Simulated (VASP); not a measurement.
# Mg (P6_3/mmc) in VASP: further runs

The runs below take Mg through single point, relaxation of cell and atoms, with PBE.

Everything below comes from runs of VASP 6.6.1. Logs are shortened: lines on timing, memory, paths and dates and some standing lists are left out, and cuts for length are marked.

## (1) The cell of the first run

It takes space group P6_3/mmc (No. 194, hexagonal). Conventional cell: a = 3.210 Å, b = 3.210 Å, c = 5.140 Å, α = 90.00°, β = 90.00°, γ = 120.00°. Within 4.2 Å of Mg (site symmetry -6m2) lie 12 Mg at 3.17 to 3.21 Å.

## (2) Single point, PBE

Input file INCAR:

```
PREC     = Accurate       # precision mode
ENCUT    = 520            # plane-wave cutoff, eV
EDIFF    = 1E-6           # SCF threshold, eV
ISMEAR   = 0              # smearing method
SIGMA    = 0.1            # smearing width, eV
LREAL    = F              # projectors in reciprocal space
LASPH    = T              # aspherical terms in the spheres
NELM     = 80             # most SCF steps
ALGO     = Fast           # electronic algorithm
ISIF     = 2              # what is computed and relaxed
LWAVE    = F              # write WAVECAR
LCHARG   = F              # write CHGCAR
GGA      = PE             # functional
NBANDS   = 9              # bands
```

Input file KPOINTS:

```
Automatic mesh
0
Gamma
  15 15 8
```

Input file POSCAR:

```
Mg
1.0
    3.2099407608      0.0000000000      0.0000000000
   -1.6049703804      2.7798902435      0.0000000000
    0.0000000000      0.0000000000      5.1399402221
Mg
2
Direct
    0.3333333333      0.6666666667      0.2500000000
    0.6666666667      0.3333333333      0.7500000000
```

Potentials or basis: VASP PAW PBE potentials, release 64 (Mg).

Run with:

```console
> cat potpaw_PBE.64/Mg/POTCAR > POTCAR
> mpirun -np 1 vasp_std > vasp.out
```

OUTCAR:

```text
PREC = Accurate
   ENCUT = 520
   EDIFF = 1E-6
   ISMEAR = 0
   LREAL = F
   LASPH = T
   NELM = 80
   ISIF = 2
   GGA = PE

 ion  position               nearest neighbor table
   1  0.333  0.667  0.250-   2 3.17   2 3.17   2 3.17   2 3.17   2 3.17   2 3.17
   2  0.667  0.333  0.750-   1 3.17   1 3.17   1 3.17   1 3.17   1 3.17   1 3.17

  LATTYP: Found a hexagonal cell.
 ALAT       =     3.2099407608
 C/A-ratio  =     1.6012570340

  Lattice vectors:

 A1 = (   3.2099407608,   0.0000000000,   0.0000000000)
 A2 = (  -1.6049703804,   2.7798902435,   0.0000000000)
 A3 = (   0.0000000000,   0.0000000000,   5.1399402221)

Analysis of symmetry for initial positions (statically):
=====================================================================
 Subroutine PRICEL returns:
 Original cell was already a primitive cell.

 Routine SETGRP: Setting up the symmetry group for a
 hexagonal supercell.

 Subroutine GETGRP returns: Found 24 space group operations
 (whereof 12 operations were pure point group operations)
 out of a pool of 24 trial point group operations.

The static configuration has the point symmetry D_3d.
 The point group associated with its full space group is D_6h.

Analysis of symmetry for dynamics (positions and initial velocities):
=====================================================================
 Subroutine PRICEL returns:
 Original cell was already a primitive cell.

 Routine SETGRP: Setting up the symmetry group for a
 hexagonal supercell.

 Subroutine GETGRP returns: Found 24 space group operations
 (whereof 12 operations were pure point group operations)
 out of a pool of 24 trial point group operations.

The dynamic configuration has the point symmetry D_3d.
 The point group associated with its full space group is D_6h.

 Subroutine INISYM returns: Found 24 space group operations
 (whereof 12 operations are pure point group operations),
 and found     1 'primitive' translations

----------------------------------------------------------------------------------------

                                     Primitive cell

  volume of cell :      45.8651

  direct lattice vectors                    reciprocal lattice vectors
     3.209940761  0.000000000  0.000000000     0.311532229  0.179863216  0.000000000
    -1.604970380  2.779890244  0.000000000     0.000000000  0.359726432  0.000000000
     0.000000000  0.000000000  5.139940222     0.000000000  0.000000000  0.194554792

  length of vectors
[... 83 lines left out ...]
   LREAL  =      F    real-space projection
   EDIFFG = 0.1E-04   stopping-criterion for IOM
   NSW    =      0    number of steps for IOM
   IBRION =     -1    ionic relax: 0-MD 1-quasi-New 2-CG
   NFREE  =      0    steps in history (QN), initial steepest desc. (CG)
   ISIF   =      2    stress and relaxation
   ISYM   =      2    0-nonsym 1-usesym 2-fastsym
   POTIM  = 0.5000    time-step for ionic-motion
   TEBEG  =    0.0;   TEEND  =   0.0 temperature during run
   PSTRESS=    0.0 pullay stress
   NELECT =       4.0000    total number of electrons
   NUPDOWN=      -1.0000    fix difference up-down
   EMIN   =  10.00;   EMAX   =-10.00  energy-range for DOS
   EFERMI =   0.00;   METHOD = LEGACY
   ISMEAR =     0;   SIGMA  =   0.10  broadening in eV -4-tet -1-fermi 0-gaus
   EFERMI_NEDOS =   21; number of points for ismear=-14 and -15
   IALGO  =     68    algorithm
   IMIX   =      4    mixing-type and parameters
     AMIX     =   0.40;   BMIX     =  1.00
     AMIX_MAG =   1.60;   BMIX_MAG =  1.00
  volume/ion in A,a.u.               =      22.93       154.76
  Fermi-wavevector in a.u.,A,eV,Ry     =   0.725995  1.371933  7.171215  0.527069
  Thomas-Fermi vector in A             =   1.816857
   LORBIT       =      0    0 simple, 1 ext, 2 COOP (PROOUT), +10 PAW based schemes
   GGA     = PE    functional components
   LHFCALC =     F    Hartree Fock is set to
   AEXX    =    0.0000 exact exchange contribution
   IVDW    =     0    specifies the selected vdW correction
   LEPSILON=     F    determine dielectric tensor
   LRPA    =     F    only Hartree local field effects (RPA)
 non-spin polarized calculation
 RMM-DIIS sequential band-by-band and
 Gauss-broadening in eV      SIGMA  =   0.10
  energy-cutoff  :      520.00
  volume of cell :       45.87
 maximum number of plane-waves:      1254
 NGX is ok and might be reduce to    24
   NGX = 11   NGY = 11   NGZ = 19

 number of electron       4.0000000 magnetization

 Free energy of the ion-electron system (eV)
  ---------------------------------------------------
  ext. energy  EPLUGINS =         0.00000000
  ---------------------------------------------------
  free energy    TOTEN  =        -3.01499029 eV

  energy without entropy =       -3.01013123  energy(sigma->0) =       -3.01256076

 E-fermi :   2.6367     XC(G=0):  -8.4942

 val. band max:        2.6221730728   @ k =   0.3333   0.1333   0.1250
 cond. band min:       2.6530604631   @ k =   0.3333   0.1333   0.0000
 fundamental gap:      0.0308873903
 Fermi energy:         2.6367380354

 k-point     1 :       0.0000    0.0000    0.0000
  band No.  band energies     occupation
      1      -4.2973      2.00000
      2       1.0257      2.00000
      3       1.5262      2.00000
      4      13.4385      0.00000
      5      13.4385      0.00000
      6      13.5212      0.00000
      7      13.5212      0.00000
      8      14.5341      0.00000
      9      15.9235      0.00000
[... 265 lines left out ...]
 k-point    24 :       0.4000    0.2000    0.0000
  band No.  band energies     occupation
      1       1.0089      2.00000
      2       1.0155      2.00000
      3       4.5035      0.00000
      4       5.8448      0.00000
      5       6.2329      0.00000
      6       6.5030      0.00000
      7       7.8195      0.00000
      8       9.7068      0.00000
      9      10.8291      0.00000

 [... further k-points ...]
[... 5 lines left out ...]
  --------------------------------------------------------------------------------------
  -------------------------------------------------------------------------------------
  Total       -0.0333665     -0.0333665     -0.0336284     -0.0000000      0.0000000      0.0000000
  in kB       -1.1655691     -1.1655691     -1.1747200     -0.0000000      0.0000000      0.0000000
  external PRESSURE =      -1.1686194 kB  Pullay stress =       0.0000000 kB

 VOLUME and BASIS-vectors are now :
 -----------------------------------------------------------------------------
  energy-cutoff  :      520.00
  volume of cell :       45.87
      direct lattice vectors                 reciprocal lattice vectors
     3.209940761  0.000000000  0.000000000     0.311532229  0.179863216  0.000000000
    -1.604970380  2.779890244  0.000000000     0.000000000  0.359726432  0.000000000
     0.000000000  0.000000000  5.139940222     0.000000000  0.000000000  0.194554792

 POSITION                                       TOTAL-FORCE (eV/Angst)
 -----------------------------------------------------------------------------------
     -0.00000      1.85326      1.28499        -0.000000     -0.000000      0.000000
      1.60497      0.92663      3.85496         0.000000      0.000000      0.000000
 -----------------------------------------------------------------------------------
    total drift:                               -0.000000      0.000000     -0.000000

  FREE ENERGIE OF THE ION-ELECTRON SYSTEM (eV)
  ---------------------------------------------------
  free  energy   TOTEN  =        -3.0149902875 eV

  energy  without entropy=       -3.0101312332  energy(sigma->0) =       -3.01256076
```

stdout:

```text
POSCAR found type information on POSCAR Mg
 POSCAR found :  1 types and       2 ions
 scaLAPACK will be used
 LDA part: xc-table for (Slater+PW92), standard interpolation
 POSCAR, INCAR and KPOINTS ok, starting setup
 FFT: planning ... GRIDC
 FFT: planning ... GRID_SOFT
 FFT: planning ... GRID
 WAVECAR not read
 entering main loop
```

It took 43 s on 1 thread of Oxide Virtual Turin-like, shared host; peak memory 0.15 GiB.

Results:

* Free energy: -3.0150 eV
* Pressure: -0.1 GPa
* Band gap on the k mesh: zero (bands 2 and 3 overlap by 2.01 eV)

## (3) Single point, PBE

This run uses another cell than the first one, of 22.99 Å³/atom.

Input file INCAR:

```
SYSTEM = Mg
PREC = Accurate ; ENCUT = 520
EDIFF = 1E-7 ; ISMEAR = -1
SIGMA = 0.15 ; LREAL = .False.
LASPH = .True. ; NELM = 60
ALGO = Normal ; ISIF = 2
LWAVE = .False. ; LCHARG = .True.
GGA = PE ; LELF = .True.
LVHAR = .True. ; NBANDS = 9
```

Input file KPOINTS:

```
Automatic mesh
0
Gamma
  15 15 8
  0 0 0
```

Input file POSCAR:

```
Mg
1.0
    3.2067996307      0.0000000000      0.0000000000
   -1.6033998153      2.7771699450      0.0000000000
    0.0000000000      0.0000000000      5.1631669609
Mg
2
Direct
    0.3333333333      0.6666666667      0.2500000000
    0.6666666667      0.3333333333      0.7500000000
```

Potentials or basis: VASP PAW PBE potentials, release 64 (Mg).

Run with:

```console
> cat potpaw_PBE.64/Mg/POTCAR > POTCAR
> mpirun -np 1 vasp_std > vasp.out
```

It took 47 s on 1 thread of Oxide Virtual Turin-like, shared host; peak memory 0.16 GiB.

Results (log left out):

| Item | Value |
| --- | --- |
| Free energy | -3.0439 eV |
| Pressure | -0.1 GPa |
| Band gap on the k mesh | zero (bands 2 and 3 overlap by 2.07 eV) |

Levels at points of the mesh, in eV from the Fermi level:
```tsv
k point	band 1	band 2	band 3	band 4	band 5	band 6	band 7
(0.00, 0.00, 0.00)	-6.93	-1.64	-1.17	10.84	10.84	10.93	10.93
(0.00, 0.00, 0.50)	-5.52	-5.52	5.16	5.16	11.60	11.60	11.60
```

## (4) Relaxation of cell and atoms, PBE

Input file INCAR:

```
  ALGO = Fast
  EDIFF = 1E-7
  EDIFFG = -0.001
  ENCUT = 600
  GGA = PE
  IBRION = 2
  ISIF = 3
  ISMEAR = -1
  LASPH = True
  LCHARG = False
  LREAL = False
  LWAVE = False
  NELM = 100
  NSW = 80
  PREC = Accurate
  SIGMA = 0.15
```

Input file KPOINTS:

```
k-points
0
Gamma
  15 15 8
```

Input file POSCAR:

```
Mg
1.0
    3.2099407608      0.0000000000      0.0000000000
   -1.6049703804      2.7798902435      0.0000000000
    0.0000000000      0.0000000000      5.1399402221
Mg
2
Direct
    0.3333333333      0.6666666667      0.2500000000
    0.6666666667      0.3333333333      0.7500000000
```

Potentials or basis: VASP PAW PBE potentials, release 64 (Mg).

Run with:

```console
> cat potpaw_PBE.64/Mg/POTCAR > POTCAR
> mpirun -np 1 vasp_std > vasp.out
```

OUTCAR:

```text
EDIFF = 1E-7
   EDIFFG = -0.001
   ENCUT = 600
   GGA = PE
   IBRION = 2
   ISIF = 3
   ISMEAR = -1
   LASPH = True
   LREAL = False
   NELM = 100
   NSW = 80
   PREC = Accurate

 ion  position               nearest neighbor table
   1  0.333  0.667  0.250-   2 3.17   2 3.17   2 3.17   2 3.17   2 3.17   2 3.17
   2  0.667  0.333  0.750-   1 3.17   1 3.17   1 3.17   1 3.17   1 3.17   1 3.17

  LATTYP: Found a hexagonal cell.
 ALAT       =     3.2099407608
 C/A-ratio  =     1.6012570340

  Lattice vectors:

 A1 = (   3.2099407608,   0.0000000000,   0.0000000000)
 A2 = (  -1.6049703804,   2.7798902435,   0.0000000000)
 A3 = (   0.0000000000,   0.0000000000,   5.1399402221)

Analysis of symmetry for initial positions (statically):
=====================================================================
 Subroutine PRICEL returns:
 Original cell was already a primitive cell.

 Routine SETGRP: Setting up the symmetry group for a
 hexagonal supercell.

 Subroutine GETGRP returns: Found 24 space group operations
 (whereof 12 operations were pure point group operations)
 out of a pool of 24 trial point group operations.

The static configuration has the point symmetry D_3d.
 The point group associated with its full space group is D_6h.

Analysis of symmetry for dynamics (positions and initial velocities):
=====================================================================
 Subroutine PRICEL returns:
 Original cell was already a primitive cell.

 Routine SETGRP: Setting up the symmetry group for a
 hexagonal supercell.

 Subroutine GETGRP returns: Found 24 space group operations
 (whereof 12 operations were pure point group operations)
 out of a pool of 24 trial point group operations.

The dynamic configuration has the point symmetry D_3d.
 The point group associated with its full space group is D_6h.

[... 122 lines left out ...]
   LORBIT       =      0    0 simple, 1 ext, 2 COOP (PROOUT), +10 PAW based schemes
   GGA     = PE    functional components
   LHFCALC =     F    Hartree Fock is set to
   AEXX    =    0.0000 exact exchange contribution
   IVDW    =     0    specifies the selected vdW correction
   LEPSILON=     F    determine dielectric tensor
   LRPA    =     F    only Hartree local field effects (RPA)
 conjugate gradient relaxation of ions
 non-spin polarized calculation
 RMM-DIIS sequential band-by-band and
  energy-cutoff  :      600.00
  volume of cell :       45.87
 maximum number of plane-waves:      1554
 NGX is ok and might be reduce to    28
   NGX = 13   NGY = 13   NGZ = 21

--------------------------------------- Ionic step        1  -------------------------------------------

 number of electron       4.0000000 magnetization

 Free energy of the ion-electron system (eV)
  ---------------------------------------------------
  ext. energy  EPLUGINS =         0.00000000
  ---------------------------------------------------
  free energy    TOTEN  =        -3.04393211 eV

  energy without entropy =       -2.98373107  energy(sigma->0) =       -3.01383159

------------------------ aborting loop because EDIFF is reached ----------------------------------------

  FORCE on cell =-STRESS in cart. coord.  units (eV):
  Direction    XX          YY          ZZ          XY          YZ          ZX
  --------------------------------------------------------------------------------------
  -------------------------------------------------------------------------------------
  Total       -0.0318749     -0.0318749      0.0444247      0.0000000      0.0000000      0.0000000
  in kB       -1.1134651     -1.1134651      1.5518576      0.0000000      0.0000000      0.0000000
  external PRESSURE =      -0.2250242 kB  Pullay stress =       0.0000000 kB
[... 131 lines left out ...]
--------------------------------------- Ionic step        5  -------------------------------------------

 number of electron       4.0000000 magnetization

 Free energy of the ion-electron system (eV)
  ---------------------------------------------------
  ext. energy  EPLUGINS =         0.00000000
  ---------------------------------------------------
  free energy    TOTEN  =        -3.04407245 eV

  energy without entropy =       -2.98334461  energy(sigma->0) =       -3.01370853

 E-fermi :   2.6434     XC(G=0):  -8.4963

 val. band max:        2.6361496495   @ k =   0.3333   0.1333   0.1250
 cond. band min:       2.6551010160   @ k =   0.2667   0.2667   0.2500
 fundamental gap:      0.0189513665
 Fermi energy:         2.6433683244

 k-point     1 :       0.0000    0.0000    0.0000
  band No.  band energies     occupation
      1      -4.2967      2.00000
      2       0.9991      1.99997
      3       1.4780      1.99916
      4      13.5038      0.00000
      5      13.5038      0.00000
      6      13.6009      0.00000
[... 199 lines left out ...]
 k-point    24 :       0.4000    0.2000    0.0000
  band No.  band energies     occupation
      1       1.0269      1.99996
      2       1.0400      1.99995
      3       4.5316      0.00001
      4       5.8435      0.00000
      5       6.2274      0.00000
      6       6.4712      0.00000

 [... further k-points ...]
[... 5 lines left out ...]
  --------------------------------------------------------------------------------------
  -------------------------------------------------------------------------------------
  Total        0.0003343      0.0003343     -0.0003653      0.0000000      0.0000000      0.0000000
  in kB        0.0116843      0.0116843     -0.0127678      0.0000000      0.0000000      0.0000000
  external PRESSURE =       0.0035336 kB  Pullay stress =       0.0000000 kB
[... 17 lines left out ...]
  FREE ENERGIE OF THE ION-ELECTRON SYSTEM (eV)
  ---------------------------------------------------
  free  energy   TOTEN  =        -3.0440724514 eV

  energy  without entropy=       -2.9833446100  energy(sigma->0) =       -3.01370853

 reached required accuracy - stopping structural energy minimisation
```

OSZICAR:

```text
N       E                     dE             d eps       ncg     rms          rms(c)
DAV:   1     0.479013641205E+00    0.47901E+00   -0.14536E+03  1620   0.537E+02
DAV:   2    -0.302740145118E+01   -0.35064E+01   -0.33599E+01  2148   0.313E+01
DAV:   3    -0.305742243990E+01   -0.30021E-01   -0.28507E-01  2394   0.355E+00
[... 25 lines left out ...]
       N       E                     dE             d eps       ncg     rms          rms(c)
DAV:   1    -0.304407276019E+01   -0.27090E-05   -0.19351E-05  2142   0.279E-02    0.147E-03
RMM:   2    -0.304407263435E+01    0.12585E-06   -0.62839E-08  1028   0.197E-03    0.936E-04
RMM:   3    -0.304407244651E+01    0.18784E-06   -0.63929E-09   872   0.774E-04    0.411E-05
RMM:   4    -0.304407245143E+01   -0.49270E-08   -0.32420E-12   214   0.198E-04
   5 F= -.30440725E+01 E0= -.30137085E+01  d E =-.239789E-05
```

CONTCAR:

```text
Mg
   1.00000000000000
     3.2033352427483561    0.0000000000000000    0.0000000000000000
    -1.6016676213741781    2.7741696970620957    0.0000000000000000
     0.0000000000000000    0.0000000000000000    5.1577262977278178
  Mg
     2
Direct
     0.3333333332999970    0.6666666667000030    0.2500000000000000
     0.6666666667000030    0.3333333332999970    0.7500000000000000

  0.00000000E+00  0.00000000E+00  0.00000000E+00
  0.00000000E+00  0.00000000E+00  0.00000000E+00
```

It took 100 s on 1 thread of Oxide Virtual Turin-like, shared host; peak memory 0.19 GiB.

Results:

```
Free energy                           : -3.0441 eV
Relaxed volume                        : 22.92 Å³/atom
Relaxed cell                          : a = 3.203 Å, b = 3.203 Å, c = 5.158 Å, α = 90.00°, β = 90.00°, γ = 120.00°
Space group after relaxing (to 0.1 Å) : P6_3/mmc (No. 194)
Energy gained by relaxing             : 0.1 meV/atom
Ionic steps                           : 5
Pressure after relaxing               : 0.0 GPa
Band gap on the k mesh                : zero (bands 2 and 3 overlap by 2.07 eV)
```

Step by step:
| step | energy change (eV) | largest force (eV/Å) | pressure (GPa) | volume (Å³) |
| --- | --- | --- | --- | --- |
| 1 | 0.0000 | 0.0000 | -0.02 | 45.87 |
| 2 | -0.0001 | 0.0000 | -0.01 | 45.84 |
| 3 | -0.0001 | 0.0000 | 0.02 | 45.80 |
| 4 | -0.0001 | 0.0000 | 0.03 | 45.80 |
| 5 | -0.0001 | 0.0000 | 0.00 | 45.83 |

Final structure:
```
Mg
1.0
     3.20334    0.00000    0.00000
    -1.60167    2.77417    0.00000
     0.00000    0.00000    5.15773
Mg
2
Cartesian
  0.0000 1.8494 1.2894
  1.6017 0.9247 3.8683
```

## (5) The runs side by side

```csv
task,cell,cutoff (eV),smearing,gap on the mesh (eV),pressure (GPa)
single point,"a = 3.210, b = 3.210, c = 5.140 Å, angles 90.0, 90.0, 120.0°, 2 atoms",520,gaussian 0.1 eV,none,-0.1
single point,"a = 3.207, b = 3.207, c = 5.163 Å, angles 90.0, 90.0, 120.0°, 2 atoms",520,fermi-dirac 0.15 eV,none,-0.1
relaxation of cell and atoms,"relaxed from a = 3.210, b = 3.210, c = 5.140 Å, angles 90.0, 90.0, 120.0°, 2 atoms",600,fermi-dirac 0.15 eV,none,0.0
```

Alike in all rows: level PBE; potentials or basis VASP PAW PBE potentials, release 64 (Mg); no spin polarisation; k mesh 15 × 15 × 8.

Absolute energies hang on the potentials; compare differences alone.

The gap in the log of VASP goes by the Fermi energy; the results here count the filled bands.